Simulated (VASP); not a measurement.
Here is a VASP 6.6.1 calculation.

The input INCAR:

```
SYSTEM = Mo2Se2S
PREC = Accurate
ENCUT = 520
EDIFF = 1E-6
ISMEAR = 0
SIGMA = 0.1
LREAL = .FALSE.
LASPH = .TRUE.
NELM = 100
ALGO = Normal
ISIF = 2
LWAVE = .FALSE.
LCHARG = .FALSE.
GGA = PE
NBANDS = 57
```

Contents of KPOINTS:

```
regular mesh
0
G
  6 10 4
  0 0 0
```

POSCAR

```
Mo2Se2S
1.0
    6.4473222686      0.0000000000      0.0155592829
    0.0000000000      3.2929641517      0.0000000000
   -2.3387318210      0.0000000000      8.6696326158
Mo Se S
4 4 2
Direct
    0.1121234716      0.7500000000      0.6247043560
    0.8878765284      0.2500000000      0.3752956440
    0.3249468467      0.7500000000      0.0119148078
    0.6750531533      0.2500000000      0.9880851922
    0.2796990053      0.2500000000      0.4813715474
    0.7203009947      0.7500000000      0.5186284526
    0.0252566439      0.2500000000      0.8424516866
    0.9747433561      0.7500000000      0.1575483134
    0.4921034171      0.7500000000      0.8086471791
    0.5078965829      0.2500000000      0.1913528209
```

Potentials or basis: VASP PAW PBE potentials, release 64 (Mo_sv, Se, S).

Command:

```console
$ cat potpaw_PBE.64/Mo_sv/POTCAR potpaw_PBE.64/Se/POTCAR potpaw_PBE.64/S/POTCAR > POTCAR
$ mpirun -np 1 vasp_std > vasp.out
```

**Question.** What does it give for the pressure?

**Answer.** 0.2 GPa.

**Question.** What does it give for the largest force?

**Answer.** 0.039 eV/Å.

**Question.** Estimate the band gap on the k mesh.

**Answer.** Zero (bands 46 and 47 overlap by 1.19 eV).

Forces in eV/Å, atoms in the order of the input:
```
Mo  -0.004  0.000  0.020
Mo   0.004  0.000 -0.020
Mo   0.007  0.000 -0.001
Mo  -0.007  0.000  0.001
Se   0.037  0.000 -0.010
Se  -0.037  0.000  0.010
Se  -0.011  0.000  0.001
Se   0.011  0.000 -0.001
S    0.006  0.000  0.002
S   -0.006  0.000 -0.002
```
